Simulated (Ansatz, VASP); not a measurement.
**MgTlF4 in VASP and in Ansatz**

```
Mg Tl F
1.0
     3.47234    0.00000    0.00000
    -1.73617    3.00713    0.00000
     0.00000    0.00000    7.50025
Mg Tl F
1 1 4
Cartesian
  0.0000 0.0000 0.0000
  0.0000 0.0000 3.7501
  0.0000 2.0048 1.8751
  0.0000 2.0048 5.6252
  1.7362 1.0024 1.8751
  1.7362 1.0024 5.6252
```

Alike in both runs: task single point; functional PBE; k mesh 6 × 6 × 2; occupations gaussian, width 0.1 eV; no spin polarisation.

|  | VASP | Ansatz |
| --- | --- | --- |
| version | VASP 6.6.1 | Ansatz 0.2.0 |
| potentials or method | VASP PAW PBE potentials, release 64 (Mg, Tl_d, F), cutoff 520 eV | scalar-relativistic, plane waves, PAW |
| valence electrons in the cell | 43 | 51 |

```tsv
	VASP	Ansatz	Ansatz less VASP
gap on the k mesh at the Fermi level (eV)	none	none	-
pressure (GPa)	15.7	16.1	+0.40
traceless stress, the component that is largest in VASP (GPa)	-34.97	-35.00	-0.038
rms of the force components (eV/Å)	1.005	1.006	+0.0003
```

Atom by atom the forces differ by 0.000 eV/Å (rms over components). A gap of «none» marks a metal or a gap that the smearing closes. The functional is the same, so the differences come from potentials, cutoffs and numerics. VASP's potentials hold 43 valence electrons a cell and Ansatz's 51, so a difference there can come from the potentials and not from the codes.

The k mesh is coarse, so the values compare programs but aren't converged. Spin-orbit coupling is off throughout.
